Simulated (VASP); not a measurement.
# AlN (F-43m) in VASP: notebook

The runs below take AlN through elastic constants, with LDA.

Program: VASP 6.6.1. These are calculated values, not measurements. Logs are shortened: lines on timing, memory, paths and dates and some standing lists are left out, and cuts for length are marked.

**1. The cell of the first run**

The structure is cubic, space group F-43m (No. 216). Conventional cell: a = 4.329 Å, b = 4.329 Å, c = 4.329 Å, α = 90.00°, β = 90.00°, γ = 90.00°. Within 2.5 Å of Al (site symmetry -43m) lie 4 N at 1.87 Å. N (site symmetry -43m) has 4 Al at 1.87 Å within 2.5 Å.

**2. Elastic constants, LDA**

Contents of INCAR:

```
SYSTEM = AlN
  PREC = Accurate
  ENCUT = 600
  EDIFF = 1E-8
  ISMEAR = 0
  SIGMA = 0.01
  LREAL = .FALSE.
  LASPH = .TRUE.
  NELM = 100
  ALGO = Normal
  ISIF = 3
  LWAVE = .FALSE.
  LCHARG = .FALSE.
  GGA = CA
  IBRION = 6
  NFREE = 2
  POTIM = 0.015
  NSW = 1
```

Contents of KPOINTS:

```
Automatic mesh
0
G
  8 8 8
  0 0 0
```

Contents of POSCAR:

```
AlN
1.0
    0.0000000000      2.1645440947      2.1645440947
    2.1645440947      0.0000000000      2.1645440947
    2.1645440947      2.1645440947      0.0000000000
Al N
1 1
Direct
    0.0000000000      0.0000000000      0.0000000000
    0.2500000000      0.2500000000      0.2500000000
```

Potentials or basis: VASP PAW LDA potentials, release 64 (Al, N).

Launch:

```
> cat potpaw_LDA.64/Al/POTCAR potpaw_LDA.64/N/POTCAR > POTCAR
> mpirun -np 1 vasp_std > vasp.out
```

OUTCAR:

```text
SYSTEM = AlN
   PREC = Accurate
   ENCUT = 600
   EDIFF = 1E-8
   ISMEAR = 0
   LREAL = .FALSE.
   LASPH = .TRUE.
   NELM = 100
   ISIF = 3
   GGA = CA
   IBRION = 6
   NFREE = 2
   POTIM = 0.015
   NSW = 1

 ion  position               nearest neighbor table
   1  0.000  0.000  0.000-   2 1.87   2 1.87   2 1.87   2 1.87
   2  0.250  0.250  0.250-   1 1.87   1 1.87   1 1.87   1 1.87

  LATTYP: Found a face centered cubic cell.
 ALAT       =     4.3290881894

  Lattice vectors:

 A1 = (   0.0000000000,   2.1645440947,   2.1645440947)
 A2 = (   2.1645440947,   0.0000000000,   2.1645440947)
 A3 = (   2.1645440947,   2.1645440947,   0.0000000000)

Analysis of symmetry for initial positions (statically):
=====================================================================
 Subroutine PRICEL returns:
 Original cell was already a primitive cell.

 Routine SETGRP: Setting up the symmetry group for a
 face centered cubic supercell.

 Subroutine GETGRP returns: Found 24 space group operations
 (whereof 24 operations were pure point group operations)
 out of a pool of 48 trial point group operations.

The static configuration has the point symmetry T_d .

Analysis of symmetry for dynamics (positions and initial velocities):
=====================================================================
 Subroutine PRICEL returns:
 Original cell was already a primitive cell.

 Routine SETGRP: Setting up the symmetry group for a
 face centered cubic supercell.

 Subroutine GETGRP returns: Found 24 space group operations
 (whereof 24 operations were pure point group operations)
 out of a pool of 48 trial point group operations.

The dynamic configuration has the point symmetry T_d .

[... 351 lines left out ...]
      4       6.0045      2.00000
      5      10.4401      0.00000
      6      18.5584      0.00000
      7      18.5636      0.00000
      8      18.5683      0.00000
[... 243 lines left out ...]
 k-point    24 :      -0.3750    0.2500    0.1250
  band No.  band energies     occupation
      1      -6.4690      2.00000
      2       0.6633      2.00000
      3       3.6858      2.00000
      4       4.8368      2.00000
      5      13.0384      0.00000
      6      15.3205      0.00000
      7      18.2057      0.00000
      8      18.7128      0.00000

 [... further k-points ...]

------------------------ aborting loop because EDIFF is reached ----------------------------------------

  FORCE on cell =-STRESS in cart. coord.  units (eV):
  Direction    XX          YY          ZZ          XY          YZ          ZX
  --------------------------------------------------------------------------------------
  -------------------------------------------------------------------------------------
  Total        0.3208863      0.3271282      0.3271282      0.0000000      0.1531656      0.0000000
  in kB       25.3473439     25.8404024     25.8404024      0.0000000     12.0988081      0.0000000
  external PRESSURE =      25.6760495 kB  Pullay stress =       0.0000000 kB
[... 17 lines left out ...]
  FREE ENERGIE OF THE ION-ELECTRON SYSTEM (eV)
  ---------------------------------------------------
  free  energy   TOTEN  =       -16.3721866325 eV

  energy  without entropy=      -16.3721866325  energy(sigma->0) =      -16.37218663

 INTERNAL STRAIN TENSORS FROM STRAINED CELLS
 ============================================

 INTERNAL STRAIN TENSOR FOR ION    1 for displacements in x,y,z  (eV/Angst):
          X           Y           Z          XY          YZ          ZX
  --------------------------------------------------------------------------------
  x    -0.00000    -0.00000    -0.00000    -0.00000    10.22175     0.00000
  y     0.00000    -0.00000    -0.00000    -0.00000    -0.00000    10.22013
  z     0.00000    -0.00000     0.00000    10.22080    -0.00000     0.00000

 INTERNAL STRAIN TENSORS FROM DISPLACED ATOMS
 ============================================

 INTERNAL STRAIN TENSOR FOR ION    1 for displacements in x,y,z  (eV/Angst):
          X           Y           Z          XY          YZ          ZX
  --------------------------------------------------------------------------------
  x     0.00000     0.00000     0.00000     0.00000    10.22588     0.00000
  y     0.00000     0.00000     0.00000     0.00000     0.00000    10.22588
  z     0.00000     0.00000     0.00000    10.22588     0.00000     0.00000

 INTERNAL STRAIN TENSOR FOR ION    2 for displacements in x,y,z  (eV/Angst):
          X           Y           Z          XY          YZ          ZX
  --------------------------------------------------------------------------------
  x     0.00000    -0.00000    -0.00000     0.00000   -10.21026     0.00000
  y     0.00000     0.00000     0.00000     0.00000     0.00000   -10.21026
  z    -0.00000    -0.00000     0.00000   -10.21026     0.00000     0.00000

 Eigenvectors and eigenvalues of the dynamical matrix
 ----------------------------------------------------

   1 f  =   20.363366 THz   127.946802 2PiTHz  679.248777 cm-1    84.216077 meV
             X         Y         Z           dx          dy          dz
      0.000000  0.000000  0.000000     0.000000    0.584528    0.000000
      1.082272  1.082272  1.082272     0.000000   -0.811374    0.000000
[... 21 lines left out ...]
   6 f/i=    0.000748 THz     0.004700 2PiTHz    0.024954 cm-1     0.003094 meV
             X         Y         Z           dx          dy          dz
      0.000000  0.000000  0.000000     0.000000    0.000000    0.811374
      1.082272  1.082272  1.082272     0.000000    0.000000    0.584528

--------------------------------------------------------------------------------------------------------

 ELASTIC MODULI CONTR FROM IONIC RELAXATION (kBar)
 Direction    XX          YY          ZZ          XY          YZ          ZX
 --------------------------------------------------------------------------------
 XX          -0.0000     -0.0000     -0.0000     -0.0000      0.0000      0.0000
 YY          -0.0000     -0.0000     -0.0000     -0.0000     -0.0000      0.0000
 ZZ          -0.0000     -0.0000     -0.0000      0.0000     -0.0000      0.0000
 XY          -0.0000     -0.0000      0.0000   -527.3351      0.0000      0.0000
 YZ           0.0000     -0.0000     -0.0000      0.0000   -527.3351      0.0000
 ZX           0.0000      0.0000      0.0000      0.0000      0.0000   -527.3351
 --------------------------------------------------------------------------------

 TOTAL ELASTIC MODULI (kBar)
 Direction    XX          YY          ZZ          XY          YZ          ZX
 --------------------------------------------------------------------------------
 XX        3058.4585   1743.3417   1743.3417      0.0000      0.0000      0.0000
 YY        1743.3417   3058.4585   1743.3417     -0.0000     -0.0000      0.0000
 ZZ        1743.3417   1743.3417   3058.4585      0.0000     -0.0000      0.0000
 XY           0.0000     -0.0000      0.0000   1898.8009      0.0000      0.0000
 YZ           0.0000     -0.0000     -0.0000      0.0000   1898.8009      0.0000
 ZX           0.0000      0.0000      0.0000      0.0000      0.0000   1898.8009
 --------------------------------------------------------------------------------
```

stdout:

```text
POSCAR found type information on POSCAR AlN
 POSCAR found :  2 types and       2 ions
 scaLAPACK will be used
 LDA part: xc-table for (Slater(with rela. corr.)+CA(PZ))
 , standard interpolation
 POSCAR, INCAR and KPOINTS ok, starting setup
 FFT: planning ... GRIDC
 FFT: planning ... GRID_SOFT
 FFT: planning ... GRID
 WAVECAR not read
 entering main loop
 Found     2 degrees of freedom:
 Adding 6 more for cell shape distortion
 Finite differences POTIM= 0.01500 DOF=   8
 bond charge predicted
 Finite differences progress:
 bond charge predicted
 Finite differences progress:
 bond charge predicted
 Finite differences progress:
 bond charge predicted
 Finite differences progress:
 bond charge predicted
 Finite differences progress:
 bond charge predicted
 Finite differences progress:
 bond charge predicted
 Finite differences progress:
 bond charge predicted
 Finite differences progress:
 bond charge predicted
 Finite differences progress:
 bond charge predicted
 Finite differences progress:
 bond charge predicted
 Finite differences progress:
 bond charge predicted
 Finite differences progress:
 bond charge predicted
 Finite differences progress:
 bond charge predicted
 Finite differences progress:
 bond charge predicted
 Finite differences progress:
 bond charge predicted
 Finite differences progress:
```

Wall time 3.4 min (1 thread of Intel Xeon 8259CL, shared host); peak memory 0.18 GiB.

Results:

- Elastic constants C11, C12, C44: 306, 174, 190 GPa
- Voigt bulk modulus: 218 GPa
- Highest phonon frequency at Γ, LO-TO splitting left out: 679 cm⁻¹

Phonon frequencies in cm⁻¹ (negative: imaginary):
```tsv
q point	frequencies
(0.000, 0.000, 0.000)	0 0 0 679 679 679
```

Elastic tensor in Voigt notation (GPa, in the Cartesian axes of the cell as first typed):
```
306 174 174   0   0   0
174 306 174   0   0   0
174 174 306   0   0   0
  0   0   0 190   0   0
  0   0   0   0 190   0
  0   0   0   0   0 190
```

Clamped-ion elastic tensor (GPa):
```
306 174 174   0   0   0
174 306 174   0   0   0
174 174 306   0   0   0
  0   0   0 243   0   0
  0   0   0   0 243   0
  0   0   0   0   0 243
```

Caveat: the cell is under stress, which shifts elastic constants.

**3. Elastic constants, LDA**

This run uses another cell than the first one, of 10.23 Å³/atom.

Contents of INCAR:

```
SYSTEM = AlN
PREC     = Accurate       ! precision mode
ENCUT    = 600            ! plane-wave cutoff, eV
EDIFF    = 1E-8           ! SCF threshold, eV
ISMEAR   = 0              ! smearing method
SIGMA    = 0.01           ! smearing width, eV
LREAL    = .False.        ! projectors in reciprocal space
LASPH    = .True.         ! aspherical terms in the spheres
NELM     = 100            ! most SCF steps
ALGO     = Normal         ! electronic algorithm
ISIF     = 3              ! what is computed and relaxed
LWAVE    = .False.        ! write WAVECAR
LCHARG   = .False.        ! write CHGCAR
NBANDS   = 11             ! bands
IBRION   = 6              ! ionic algorithm
NFREE    = 2            
POTIM    = 0.015          ! step
NSW      = 1              ! ionic steps
```

Contents of KPOINTS:

```
regular mesh
0
Gamma
  8 8 8
  0 0 0
```

Contents of POSCAR:

```
AlN
1.0
    0.0000000000      2.1711476930      2.1711476930
    2.1711476930      0.0000000000      2.1711476930
    2.1711476930      2.1711476930      0.0000000000
Al N
1 1
Direct
    0.0000000000      0.0000000000      0.0000000000
    0.2500000000      0.2500000000      0.2500000000
```

Potentials or basis: VASP PAW LDA potentials, release 64 (Al, N).

Launch:

```
> cat potpaw_LDA.64/Al/POTCAR potpaw_LDA.64/N/POTCAR > POTCAR
> mpirun -np 1 vasp_std > vasp.out
```

Wall time 8.5 min (1 thread of Intel Xeon 8259CL, shared host); peak memory 0.2 GiB.

Results (log left out):

* Elastic constants C11, C12, C44: 301, 168, 188 GPa
* Voigt bulk modulus: 212 GPa
* Highest phonon frequency at Γ, LO-TO splitting left out: 670 cm⁻¹

Phonon frequencies in cm⁻¹ (negative: imaginary):
```
              q point        frequencies
(0.000, 0.000, 0.000)  0 0 0 670 670 670
```

Elastic tensor in Voigt notation (GPa, in the Cartesian axes of the cell as first typed):
```
301 168 168   0   0   0
168 301 168   0   0   0
168 168 301   0   0   0
  0   0   0 188   0   0
  0   0   0   0 188   0
  0   0   0   0   0 188
```

Clamped-ion elastic tensor (GPa):
```
301 168 168   0   0   0
168 301 168   0   0   0
168 168 301   0   0   0
  0   0   0 236   0   0
  0   0   0   0 236   0
  0   0   0   0   0 236
```
